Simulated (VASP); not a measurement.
# Mg4S (I4/mmm) in VASP: notebook

The runs below take Mg4S through single point, relaxation of cell and atoms, with PBE.

All numbers are computed with VASP 6.6.1; they aren't measurements. Logs are shortened: lines on timing, memory, paths and dates and some standing lists are left out, and cuts for length are marked.

## (1) The cell of the first run

The structure is tetragonal, space group I4/mmm (No. 139). Conventional cell: a = 3.763 Å, b = 3.763 Å, c = 16.364 Å, α = 90.00°, β = 90.00°, γ = 90.00°. Mg (site symmetry 4mm) has 5 Mg at 2.85 to 3.26 Å and 4 S at 3.02 Å within 3.7 Å. Mg (site symmetry -4m2) has 8 Mg at 2.66 to 3.26 Å within 3.5 Å. S (site symmetry 4/mmm) has 8 Mg at 3.02 Å and 4 S at 3.76 Å within 4.0 Å.

## (2) Single point, PBE

INCAR

```
SYSTEM = Mg4S
PREC = Accurate
ENCUT = 520
EDIFF = 1E-7
ISMEAR = 0
SIGMA = 0.2
LREAL = .False.
LASPH = .True.
NELM = 100
ALGO = Normal
ISIF = 2
LWAVE = .False.
LCHARG = .True.
GGA = PE
LELF = .True.
LVHAR = .True.
NBANDS = 15
```

KPOINTS

```
Automatic mesh
0
Gamma
  5 5 5
  0 0 0
```

POSCAR

```
Mg4S
1.0
   -1.8816308109      1.8816308109      8.1821278515
    1.8816308109     -1.8816308109      8.1821278515
    1.8816308109      1.8816308109     -8.1821278515
Mg S
4 1
Direct
    0.4130540506      0.4130540506      0.0000000000
    0.5869459494      0.5869459494      0.0000000000
    0.7500000000      0.2500000000      0.5000000000
    0.2500000000      0.7500000000      0.5000000000
    0.0000000000      0.0000000000      0.0000000000
```

Potentials or basis: VASP PAW PBE potentials, release 64 (Mg, S).

Run with:

```sh
> cat potpaw_PBE.64/Mg/POTCAR potpaw_PBE.64/S/POTCAR > POTCAR
> mpirun -np 1 vasp_std > vasp.out
```

OUTCAR:

```text
SYSTEM = Mg4S
   PREC = Accurate
   ENCUT = 520
   EDIFF = 1E-7
   ISMEAR = 0
   LREAL = .False.
   LASPH = .True.
   NELM = 100
   ISIF = 2
   GGA = PE

 ion  position               nearest neighbor table
   1  0.413  0.413  0.000-   2 2.85   5 3.02   5 3.02   5 3.02   5 3.02   4 3.26   3 3.26   4 3.26
                             3 3.26
   2  0.587  0.587  0.000-   1 2.85   5 3.02   5 3.02   5 3.02   5 3.02   4 3.26   4 3.26   3 3.26
                             3 3.26
   3  0.750  0.250  0.500-   4 2.66   4 2.66   4 2.66   4 2.66   1 3.26   2 3.26   2 3.26   1 3.26

   4  0.250  0.750  0.500-   3 2.66   3 2.66   3 2.66   3 2.66   1 3.26   2 3.26   2 3.26   1 3.26

   5  0.000  0.000  0.000-   2 3.02   2 3.02   2 3.02   1 3.02   2 3.02   1 3.02   1 3.02   1 3.02

  LATTYP: Found a body centered tetragonal cell.
 ALAT       =     3.7632616218
 C/A-ratio  =     4.3484236143

  Lattice vectors:

 A1 = (  -1.8816308109,   1.8816308109,   8.1821278515)
 A2 = (   1.8816308109,  -1.8816308109,   8.1821278515)
 A3 = (   1.8816308109,   1.8816308109,  -8.1821278515)

Analysis of symmetry for initial positions (statically):
=====================================================================
 Subroutine PRICEL returns:
 Original cell was already a primitive cell.

 Routine SETGRP: Setting up the symmetry group for a
 body centered tetragonal supercell.

 Subroutine GETGRP returns: Found 16 space group operations
 (whereof 16 operations were pure point group operations)
 out of a pool of 16 trial point group operations.

The static configuration has the point symmetry D_4h.

Analysis of symmetry for dynamics (positions and initial velocities):
=====================================================================
 Subroutine PRICEL returns:
 Original cell was already a primitive cell.

 Routine SETGRP: Setting up the symmetry group for a
 body centered tetragonal supercell.

 Subroutine GETGRP returns: Found 16 space group operations
 (whereof 16 operations were pure point group operations)
 out of a pool of 16 trial point group operations.

The dynamic configuration has the point symmetry D_4h.

 Subroutine INISYM returns: Found 16 space group operations
 (whereof 16 operations are pure point group operations),
 and found     1 'primitive' translations

----------------------------------------------------------------------------------------

                                     Primitive cell

  volume of cell :     115.8764

  direct lattice vectors                    reciprocal lattice vectors
    -1.881630811  1.881630811  8.182127852     0.000000000  0.265726941  0.061108798
     1.881630811 -1.881630811  8.182127852     0.265726941  0.000000000  0.061108798
     1.881630811  1.881630811 -8.182127852     0.265726941  0.265726941  0.000000000

  length of vectors
     8.603969154  8.603969154  8.603969154     0.272662965  0.272662965  0.375794644

  position of ions in fractional coordinates (direct lattice)
     0.413054051  0.413054051  0.000000000
     0.586945949  0.586945949  0.000000000
     0.750000000  0.250000000  0.500000000
     0.250000000  0.750000000  0.500000000
     0.000000000  0.000000000  0.000000000

  ion indices of the primitive-cell ions
   primitive index   ion index
                 1           1
                 2           2
                 3           3
                 4           4
                 5           5

----------------------------------------------------------------------------------------

 KPOINTS: Automatic mesh

Automatic generation of k-mesh.
 Grid dimensions read from file:
 generate k-points for:    5    5    5

 Generating k-lattice:

  Cartesian coordinates                     Fractional coordinates (reciprocal lattice)
     0.000000000  0.053145388  0.012221760     0.200000000  0.000000000 -0.000000000
     0.053145388  0.000000000  0.012221760     0.000000000  0.200000000 -0.000000000
     0.053145388  0.053145388  0.000000000     0.000000000  0.000000000  0.200000000

  Length of vectors
     0.054532593  0.054532593  0.075158929

  Shift w.r.t. Gamma in fractional coordinates (k-lattice)
     0.000000000  0.000000000  0.000000000

 Subroutine IBZKPT returns following result:
 ===========================================

 Found     18 irreducible k-points:

 Following reciprocal coordinates:
            Coordinates               Weight
  0.000000  0.000000  0.000000      1.000000
  0.200000 -0.000000  0.000000      8.000000
  0.400000  0.000000 -0.000000      8.000000
  0.200000  0.200000  0.000000      8.000000
  0.400000  0.200000  0.000000     16.000000
 -0.400000  0.200000  0.000000     16.000000
[... 10 lines left out ...]
 -0.400000  0.400000  0.400000      4.000000
 -0.400000 -0.400000  0.400000      2.000000
   k-points           NKPTS =     18   k-points in BZ     NKDIM =     18   number of bands    NBANDS=     15
   number of dos      NEDOS =    301   number of ions     NIONS =      5
   total plane-waves  NPLWV = 262144
   dimension x,y,z NGX =    64 NGY =   64 NGZ =   64
   dimension x,y,z NGXF=   128 NGYF=  128 NGZF=  128
   ions per type =               4   1
   NGX,Y,Z   is equivalent  to a cutoff of  12.37, 12.37, 12.37 a.u.
   NGXF,Y,Z  is equivalent  to a cutoff of  24.73, 24.73, 24.73 a.u.
 SYSTEM =  Mg4S
   PREC   = accura    normal or accurate (medium, high low for compatibility)
   ISTART =      0    job   : 0-new  1-cont  2-samecut
   ICHARG =      2    charge: 1-file 2-atom 10-const
   ISPIN  =      1    spin polarized calculation?
   LNONCOLLINEAR =      F non collinear calculations
   LSORBIT =      F    spin-orbit coupling
   LASPH  =      T    aspherical Exc in radial PAW
   ENCUT  =  520.0 eV  38.22 Ry    6.18 a.u.  16.00 16.00 16.00*2*pi/ulx,y,z
   NELM   =    100;   NELMIN=  2; NELMDL= -5     # of ELM steps
   EDIFF  = 0.1E-06   stopping-criterion for ELM
   LREAL  =      F    real-space projection
   EDIFFG = 0.1E-05   stopping-criterion for IOM
   NSW    =      0    number of steps for IOM
   IBRION =     -1    ionic relax: 0-MD 1-quasi-New 2-CG
   NFREE  =      0    steps in history (QN), initial steepest desc. (CG)
   ISIF   =      2    stress and relaxation
   ISYM   =      2    0-nonsym 1-usesym 2-fastsym
   POTIM  = 0.5000    time-step for ionic-motion
   TEBEG  =    0.0;   TEEND  =   0.0 temperature during run
   PSTRESS=    0.0 pullay stress
   NELECT =      14.0000    total number of electrons
   NUPDOWN=      -1.0000    fix difference up-down
   EMIN   =  10.00;   EMAX   =-10.00  energy-range for DOS
   EFERMI =   0.00;   METHOD = LEGACY
   ISMEAR =     0;   SIGMA  =   0.20  broadening in eV -4-tet -1-fermi 0-gaus
   EFERMI_NEDOS =   21; number of points for ismear=-14 and -15
   IALGO  =     38    algorithm
   IMIX   =      4    mixing-type and parameters
     AMIX     =   0.40;   BMIX     =  1.00
     AMIX_MAG =   1.60;   BMIX_MAG =  1.00
  volume/ion in A,a.u.               =      23.18       156.39
  Fermi-wavevector in a.u.,A,eV,Ry     =   0.809318  1.529389  8.911754  0.654995
  Thomas-Fermi vector in A             =   1.918286
   LORBIT       =      0    0 simple, 1 ext, 2 COOP (PROOUT), +10 PAW based schemes
   GGA     = PE    functional components
   LHFCALC =     F    Hartree Fock is set to
   AEXX    =    0.0000 exact exchange contribution
   IVDW    =     0    specifies the selected vdW correction
   LEPSILON=     F    determine dielectric tensor
   LRPA    =     F    only Hartree local field effects (RPA)
 non-spin polarized calculation
 Gauss-broadening in eV      SIGMA  =   0.20
  energy-cutoff  :      520.00
  volume of cell :      115.88
 maximum number of plane-waves:      3132
   NGX = 31   NGY = 31   NGZ = 31

 number of electron      13.9999999 magnetization

 Free energy of the ion-electron system (eV)
  ---------------------------------------------------
  ext. energy  EPLUGINS =         0.00000000
  ---------------------------------------------------
  free energy    TOTEN  =       -10.10180363 eV

  energy without entropy =      -10.05929982  energy(sigma->0) =      -10.08055172

 E-fermi :   3.0229     XC(G=0):  -8.5188

 val. band max:        3.0036902905   @ k =  -0.2000  -0.4000   0.2000
 cond. band min:       3.0469083749   @ k =   0.2000  -0.0000   0.0000
 fundamental gap:      0.0432180844
 Fermi energy:         3.0229216357

 k-point     1 :       0.0000    0.0000    0.0000
  band No.  band energies     occupation
      1      -9.9005      2.00000
      2      -3.4571      2.00000
      3      -1.9102      2.00000
      4       0.8871      2.00000
      5       0.8871      2.00000
      6       1.7297      2.00000
      7       1.9569      2.00000
      8       5.2059      0.00000
      9       5.8980      0.00000
     10       5.8980      0.00000
     11       6.3509      0.00000
     12       7.0086      0.00000
     13       8.1773      0.00000
     14       8.4294      0.00000
     15       9.1745      0.00000

 k-point     2 :       0.2000   -0.0000    0.0000
  band No.  band energies     occupation
      1      -9.7488      2.00000
      2      -3.0925      2.00000
      3      -1.5049      2.00000
      4      -0.7242      2.00000
      5       1.0332      2.00000
      6       1.6074      2.00000
      7       3.0469      0.86532
      8       3.4831      0.00114
      9       5.6118      0.00000
     10       6.1046      0.00000
     11       6.2570      0.00000
     12       6.8733      0.00000
     13       8.0167      0.00000
     14       8.5912      0.00000
     15       9.1091      0.00000

 k-point     3 :       0.4000    0.0000   -0.0000
  band No.  band energies     occupation
      1      -9.4712      2.00000
      2      -2.4713      2.00000
      3      -1.7009      2.00000
      4      -0.4037      2.00000
      5       0.1393      2.00000
      6       1.3009      2.00000
      7       2.0526      2.00000
      8       3.4814      0.00119
      9       4.6395      0.00000
     10       6.0183      0.00000
     11       7.0312      0.00000
     12       7.2911      0.00000
     13       7.7314      0.00000
     14       8.3509      0.00000
     15       9.1350      0.00000

 k-point     4 :       0.2000    0.2000    0.0000
  band No.  band energies     occupation
      1      -9.6055      2.00000
      2      -2.7497      2.00000
      3      -1.1670      2.00000
      4      -0.6014      2.00000
      5      -0.0606      2.00000
      6       1.5789      2.00000
      7       3.1874      0.24489
      8       3.8165      0.00000
      9       4.3354      0.00000
     10       5.7565      0.00000
     11       6.0500      0.00000
     12       6.5623      0.00000
     13       8.1781      0.00000
     14       8.2175      0.00000
     15       8.7622      0.00000
[... 199 lines left out ...]
 k-point    16 :      -0.2000   -0.2000    0.2000
  band No.  band energies     occupation
      1      -9.8999      2.00000
      2      -3.5452      2.00000
      3      -1.6355      2.00000
      4       0.8801      2.00000
      5       0.8865      2.00000
      6       0.8865      2.00000
      7       2.6538      1.99094
      8       5.1676      0.00000
      9       5.9342      0.00000
     10       5.9342      0.00000
     11       6.3803      0.00000
     12       6.9387      0.00000
     13       8.4004      0.00000
     14       8.5146      0.00000
     15       8.8066      0.00000

 k-point    17 :      -0.4000    0.4000    0.4000
  band No.  band energies     occupation
      1      -9.7477      2.00000
      2      -3.2593      2.00000
      3      -1.0765      2.00000
      4      -0.4032      2.00000
      5       0.5468      2.00000
      6       1.0319      2.00000
      7       3.0636      0.77365
      8       4.3801      0.00000
      9       4.5136      0.00000
     10       6.3429      0.00000
     11       6.4479      0.00000
     12       7.1900      0.00000
     13       8.5514      0.00000
     14       8.7539      0.00000
     15       9.3434      0.00000

 k-point    18 :      -0.4000   -0.4000    0.4000
  band No.  band energies     occupation
      1      -9.8990      2.00000
      2      -3.6599      2.00000
      3      -0.9800      2.00000
      4      -0.0741      2.00000
      5       0.8855      2.00000
      6       0.8855      2.00000
      7       3.1190      0.49672
      8       5.1665      0.00000
      9       5.9982      0.00000
     10       5.9982      0.00000
     11       6.2909      0.00000
     12       6.8494      0.00000
     13       8.4345      0.00000
     14       8.4345      0.00000
     15       8.9035      0.00000

------------------------ aborting loop because EDIFF is reached ----------------------------------------

  FORCE on cell =-STRESS in cart. coord.  units (eV):
  Direction    XX          YY          ZZ          XY          YZ          ZX
  --------------------------------------------------------------------------------------
  -------------------------------------------------------------------------------------
  Total       -0.1098051     -0.1098051     -0.3398312      0.0000000     -0.0000000     -0.0000000
  in kB       -1.5182318     -1.5182318     -4.6987106      0.0000000     -0.0000000     -0.0000000
  external PRESSURE =      -2.5783914 kB  Pullay stress =       0.0000000 kB

 VOLUME and BASIS-vectors are now :
 -----------------------------------------------------------------------------
  energy-cutoff  :      520.00
  volume of cell :      115.88
      direct lattice vectors                 reciprocal lattice vectors
    -1.881630811  1.881630811  8.182127852     0.000000000  0.265726941  0.061108798
     1.881630811 -1.881630811  8.182127852     0.265726941  0.000000000  0.061108798
     1.881630811  1.881630811 -8.182127852     0.265726941  0.265726941  0.000000000

 POSITION                                       TOTAL-FORCE (eV/Angst)
 -----------------------------------------------------------------------------------
      0.00000      0.00000      6.75932         0.000000      0.000000     -0.021323
      0.00000      0.00000      9.60493        -0.000000     -0.000000      0.021323
      0.00000      1.88163      4.09106         0.000000      0.000000      0.000000
      1.88163      0.00000      4.09106         0.000000      0.000000      0.000000
      0.00000      0.00000      0.00000         0.000000      0.000000      0.000000
 -----------------------------------------------------------------------------------
    total drift:                               -0.000000     -0.000000     -0.000000

  FREE ENERGIE OF THE ION-ELECTRON SYSTEM (eV)
  ---------------------------------------------------
  free  energy   TOTEN  =       -10.1018036292 eV

  energy  without entropy=      -10.0592998169  energy(sigma->0) =      -10.08055172
```

Wall time 2.3 min (1 thread of Intel Xeon Platinum 8259CL at 2.50GHz (Skylake/Cascade Lake), shared host); peak memory 0.5 GiB.

What came out:

```
Free energy            : -10.1018 eV
Pressure               : -0.3 GPa
Largest force          : 0.021 eV/Å
Band gap on the k mesh : zero (band 7 reaches 3.38 eV, above the bottom of band 8 at 2.49 eV)
```

Forces in eV/Å, atoms in the order of the input:
```
Mg   0.000  0.000 -0.021
Mg   0.000  0.000  0.021
Mg   0.000  0.000  0.000
Mg   0.000  0.000  0.000
S    0.000  0.000  0.000
```

Caveat: the k points lie up to 0.47 Å⁻¹ apart.

[end of part 1 of 2]
